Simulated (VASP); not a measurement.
# SnTe (I4/mmm) in VASP: a series of runs

SnTe is run at these levels: LDA; tasks: electric field gradients.

Program: VASP 6.6.1. These are calculated values, not measurements. Logs are shortened: lines on timing, memory, paths and dates and some standing lists are left out, and cuts for length are marked.

## Step 1: The cell of the first run

It takes space group I4/mmm (No. 139, tetragonal). The conventional cell has a = 4.464 Å, b = 4.464 Å, c = 6.124 Å, α = 90.00°, β = 90.00°, γ = 90.00°. Sn (site symmetry 4/mmm) has 6 Te at 3.06 to 3.16 Å within 4.0 Å. Te (site symmetry 4/mmm) has 6 Sn at 3.06 to 3.16 Å within 4.0 Å.

## Step 2: Electric field gradients, LDA (zz strain of -3 %)

Contents of INCAR:

```
PREC = Accurate
ENCUT = 520
EDIFF = 1E-8
ISMEAR = -1
SIGMA = 0.08
LREAL = F
LASPH = T
NELM = 100
ALGO = Normal
ISIF = 2
LWAVE = F
LCHARG = F
LEFG = T
NBANDS = 17
```

Contents of KPOINTS:

```
Automatic mesh
0
Gamma
  11 11 11
```

Contents of POSCAR:

```
SnTe
1.0
    0.0000000000      3.1565000000      3.0618050000
    3.1565000000      0.0000000000      3.0618050000
    3.1565000000      3.1565000000      0.0000000000
Sn Te
1 1
Direct
    0.0000000000      0.0000000000      0.0000000000
    0.5000000000      0.5000000000      0.5000000000
```

Potentials or basis: VASP PAW LDA potentials, release 64 (Sn_d, Te).

Started as:

```sh
cat potpaw_LDA.64/Sn_d/POTCAR potpaw_LDA.64/Te/POTCAR > POTCAR
mpirun -np 1 vasp_std > vasp.out
```

OUTCAR:

```text
PREC = Accurate
   ENCUT = 520
   EDIFF = 1E-8
   ISMEAR = -1
   LREAL = F
   LASPH = T
   NELM = 100
   ISIF = 2

 ion  position               nearest neighbor table
   1  0.000  0.000  0.000-   2 3.06   2 3.06   2 3.16   2 3.16   2 3.16   2 3.16
   2  0.500  0.500  0.500-   1 3.06   1 3.06   1 3.16   1 3.16   1 3.16   1 3.16

  LATTYP: Found a body centered tetragonal cell.
 ALAT       =     4.4639651096
 C/A-ratio  =     1.3717871555

  Lattice vectors:

 A1 = (   0.0000000000,  -3.1565000000,  -3.0618050000)
 A2 = (   0.0000000000,   3.1565000000,  -3.0618050000)
 A3 = (   3.1565000000,   0.0000000000,   3.0618050000)

Analysis of symmetry for initial positions (statically):
=====================================================================
 Subroutine PRICEL returns:
 Original cell was already a primitive cell.

 Routine SETGRP: Setting up the symmetry group for a
 body centered tetragonal supercell.

 Subroutine GETGRP returns: Found 16 space group operations
 (whereof 16 operations were pure point group operations)
 out of a pool of 16 trial point group operations.

The static configuration has the point symmetry D_4h.

Analysis of symmetry for dynamics (positions and initial velocities):
=====================================================================
 Subroutine PRICEL returns:
 Original cell was already a primitive cell.

 Routine SETGRP: Setting up the symmetry group for a
 body centered tetragonal supercell.

 Subroutine GETGRP returns: Found 16 space group operations
 (whereof 16 operations were pure point group operations)
 out of a pool of 16 trial point group operations.

The dynamic configuration has the point symmetry D_4h.

 Subroutine INISYM returns: Found 16 space group operations
 (whereof 16 operations are pure point group operations),
 and found     1 'primitive' translations

----------------------------------------------------------------------------------------

                                     Primitive cell

  volume of cell :      61.0125

  direct lattice vectors                    reciprocal lattice vectors
     0.000000000  3.156500000  3.061805000    -0.158403295  0.158403295  0.163302366
     3.156500000  0.000000000  3.061805000     0.158403295 -0.158403295  0.163302366
     3.156500000  3.156500000  0.000000000     0.158403295  0.158403295 -0.163302366

  length of vectors
     4.397515447  4.397515447  4.463965110     0.277219895  0.277219895  0.277219895

  position of ions in fractional coordinates (direct lattice)
     0.000000000  0.000000000  0.000000000
     0.500000000  0.500000000  0.500000000

  ion indices of the primitive-cell ions
   primitive index   ion index
                 1           1
                 2           2

----------------------------------------------------------------------------------------

 KPOINTS: Automatic mesh

Automatic generation of k-mesh.
 Grid dimensions read from file:
 generate k-points for:   11   11   11

 Generating k-lattice:

  Cartesian coordinates                     Fractional coordinates (reciprocal lattice)
    -0.014400300  0.014400300  0.014845670     0.090909091  0.000000000  0.000000000
     0.014400300 -0.014400300  0.014845670     0.000000000  0.090909091  0.000000000
     0.014400300  0.014400300 -0.014845670     0.000000000  0.000000000  0.090909091

  Length of vectors
     0.025201809  0.025201809  0.025201809

  Shift w.r.t. Gamma in fractional coordinates (k-lattice)
     0.000000000  0.000000000  0.000000000

 Subroutine IBZKPT returns following result:
 ===========================================

 Found    126 irreducible k-points:

 Following reciprocal coordinates:
            Coordinates               Weight
  0.000000  0.000000  0.000000      1.000000
  0.090909 -0.000000  0.000000      8.000000
  0.181818 -0.000000  0.000000      8.000000
  0.272727  0.000000  0.000000      8.000000
  0.363636 -0.000000  0.000000      8.000000
  0.454545  0.000000  0.000000      8.000000
[... 16 lines left out ...]
 -0.272727  0.181818  0.000000      8.000000
 -0.181818  0.181818  0.000000      4.000000
 [... further k-points ...]
   k-points           NKPTS =    126   k-points in BZ     NKDIM =    126   number of bands    NBANDS=     17
   number of dos      NEDOS =    301   number of ions     NIONS =      2
   total plane-waves  NPLWV =  46656
   dimension x,y,z NGX =    36 NGY =   36 NGZ =   36
   dimension x,y,z NGXF=    72 NGYF=   72 NGZF=   72
   ions per type =               1   1
   NGX,Y,Z   is equivalent  to a cutoff of  13.61, 13.61, 13.41 a.u.
   NGXF,Y,Z  is equivalent  to a cutoff of  27.22, 27.22, 26.81 a.u.
 SYSTEM =  unknown system
   PREC   = accura    normal or accurate (medium, high low for compatibility)
   ISTART =      0    job   : 0-new  1-cont  2-samecut
   ICHARG =      2    charge: 1-file 2-atom 10-const
   ISPIN  =      1    spin polarized calculation?
   LNONCOLLINEAR =      F non collinear calculations
   LSORBIT =      F    spin-orbit coupling
   LASPH  =      T    aspherical Exc in radial PAW
   ENCUT  =  520.0 eV  38.22 Ry    6.18 a.u.   8.18  8.18  8.30*2*pi/ulx,y,z
   NELM   =    100;   NELMIN=  2; NELMDL= -5     # of ELM steps
   EDIFF  = 0.1E-07   stopping-criterion for ELM
   LREAL  =      F    real-space projection
   EDIFFG = 0.1E-06   stopping-criterion for IOM
   NSW    =      0    number of steps for IOM
   IBRION =     -1    ionic relax: 0-MD 1-quasi-New 2-CG
   NFREE  =      0    steps in history (QN), initial steepest desc. (CG)
   ISIF   =      2    stress and relaxation
   ISYM   =      2    0-nonsym 1-usesym 2-fastsym
   POTIM  = 0.5000    time-step for ionic-motion
   TEBEG  =    0.0;   TEEND  =   0.0 temperature during run
   PSTRESS=    0.0 pullay stress
   NELECT =      20.0000    total number of electrons
   NUPDOWN=      -1.0000    fix difference up-down
   EMIN   =  10.00;   EMAX   =-10.00  energy-range for DOS
   EFERMI =   0.00;   METHOD = LEGACY
   ISMEAR =    -1;   SIGMA  =   0.08  broadening in eV -4-tet -1-fermi 0-gaus
   EFERMI_NEDOS =   21; number of points for ismear=-14 and -15
   IALGO  =     38    algorithm
   IMIX   =      4    mixing-type and parameters
     AMIX     =   0.40;   BMIX     =  1.00
     AMIX_MAG =   1.60;   BMIX_MAG =  1.00
  volume/ion in A,a.u.               =      30.51       205.87
  Fermi-wavevector in a.u.,A,eV,Ry     =   1.128786  2.133097 17.335984  1.274159
  Thomas-Fermi vector in A             =   2.265478
   LORBIT       =      0    0 simple, 1 ext, 2 COOP (PROOUT), +10 PAW based schemes
   GGA     = CA    functional components
   LHFCALC =     F    Hartree Fock is set to
   AEXX    =    0.0000 exact exchange contribution
   IVDW    =     0    specifies the selected vdW correction
   LEPSILON=     F    determine dielectric tensor
   LRPA    =     F    only Hartree local field effects (RPA)
 non-spin polarized calculation
  energy-cutoff  :      520.00
  volume of cell :       61.01
 maximum number of plane-waves:      1660
 NGX is ok and might be reduce to    36
   NGX = 17   NGY = 17   NGZ = 17

 number of electron      19.9999995 magnetization

 Free energy of the ion-electron system (eV)
  ---------------------------------------------------
  ext. energy  EPLUGINS =         0.00000000
  ---------------------------------------------------
  free energy    TOTEN  =        -8.81611306 eV

  energy without entropy =       -8.81342940  energy(sigma->0) =       -8.81477123

 E-fermi :   7.0352     XC(G=0):  -9.8478

 val. band max:        6.8704561779   @ k =   0.4545   0.0000   0.0000
 cond. band min:       7.2782897538   @ k =   0.4545   0.0000   0.0000
 fundamental gap:      0.4078335759
 Fermi energy:         7.0352178567

 k-point     1 :       0.0000    0.0000    0.0000
  band No.  band energies     occupation
      1     -14.7500      2.00000
      2     -14.7429      2.00000
      3     -14.7398      2.00000
      4     -14.7333      2.00000
      5     -14.7333      2.00000
      6      -5.9546      2.00000
[... 9 lines left out ...]
     16      11.9373      0.00000
     17      13.7631      0.00000
[... 441 lines left out ...]
 k-point    24 :      -0.1818    0.1818    0.0000
  band No.  band energies     occupation
      1     -14.7532      2.00000
      2     -14.7470      2.00000
      3     -14.7350      2.00000
      4     -14.7314      2.00000
      5     -14.7293      2.00000
      6      -5.2540      2.00000
[... 9 lines left out ...]
     16      15.0359      0.00000
     17      15.5806      0.00000

 [... further k-points ...]

------------------------ aborting loop because EDIFF is reached ----------------------------------------

  FORCE on cell =-STRESS in cart. coord.  units (eV):
  Direction    XX          YY          ZZ          XY          YZ          ZX
  --------------------------------------------------------------------------------------
  -------------------------------------------------------------------------------------
  Total       -0.6213155     -0.6213155      1.0858436      0.0000000      0.0000000      0.0000000
  in kB      -16.3156224    -16.3156224     28.5140400      0.0000000      0.0000000      0.0000000
  external PRESSURE =      -1.3724016 kB  Pullay stress =       0.0000000 kB

 VOLUME and BASIS-vectors are now :
 -----------------------------------------------------------------------------
  energy-cutoff  :      520.00
  volume of cell :       61.01
      direct lattice vectors                 reciprocal lattice vectors
     0.000000000  3.156500000  3.061805000    -0.158403295  0.158403295  0.163302366
     3.156500000  0.000000000  3.061805000     0.158403295 -0.158403295  0.163302366
     3.156500000  3.156500000  0.000000000     0.158403295  0.158403295 -0.163302366

 POSITION                                       TOTAL-FORCE (eV/Angst)
 -----------------------------------------------------------------------------------
      0.00000      0.00000      0.00000        -0.000000      0.000000      0.000000
      3.15650      3.15650      3.06181         0.000000     -0.000000      0.000000
 -----------------------------------------------------------------------------------
    total drift:                               -0.000000      0.000000      0.000000

  FREE ENERGIE OF THE ION-ELECTRON SYSTEM (eV)
  ---------------------------------------------------
  free  energy   TOTEN  =        -8.8161130566 eV

  energy  without entropy=       -8.8134294038  energy(sigma->0) =       -8.81477123

 Electric field gradients (V/A^2)
---------------------------------------------------------------------
 ion       V_xx      V_yy      V_zz      V_xy      V_xz      V_yz
---------------------------------------------------------------------
   1      23.743    23.743   -47.487    -0.001    -0.002    -0.002
   2       7.207     7.207   -14.415     0.000     0.000     0.000
---------------------------------------------------------------------

 Electric field gradients after diagonalization (V/A^2)
 (convention: |V_zz| > |V_xx| > |V_yy|)
----------------------------------------------------------------------
 ion       V_xx      V_yy      V_zz     asymmetry (V_yy - V_xx)/ V_zz
----------------------------------------------------------------------
   1      23.744    23.743   -47.487       0.000
   2       7.207     7.207   -14.415       0.000
----------------------------------------------------------------------

           NMR quadrupolar parameters

 Cq : quadrupolar parameter    Cq=e*Q*V_zz/h
 eta: asymmetry parameters     (V_yy - V_xx)/ V_zz
 Q  : nuclear electric quadrupole moment in mb (millibarn)
----------------------------------------------------------------------
 ion       Cq(MHz)       eta       Q (mb)
----------------------------------------------------------------------
   1      -0.115       0.000       1.000
   2      -0.035       0.000       1.000
----------------------------------------------------------------------
```

It took 2.2 min on 1 thread of Intel Xeon 6975P-C, shared host; peak memory 0.27 GiB.

What came out:

- Free energy: -8.8161 eV
- Pressure: -0.1 GPa
- Band gap on the k mesh: 0.41 eV, direct

Electric field gradients, principal values (V/Å²):
```
atom   least  middle  greatest (by size)
1 Sn  23.743  23.744             -47.487
2 Te   7.207   7.207             -14.415
```

Caveat: the cell differs from its parent crystal (zz strain of -3 %); without QUAD_EFG the Cq values of the log hold for a quadrupole moment of 1 mb, not for the nuclei; spin-orbit coupling is left out, which moves the levels of the heavy elements. A k mesh can miss the band edges.

(Part 1 of 2 ends here.)
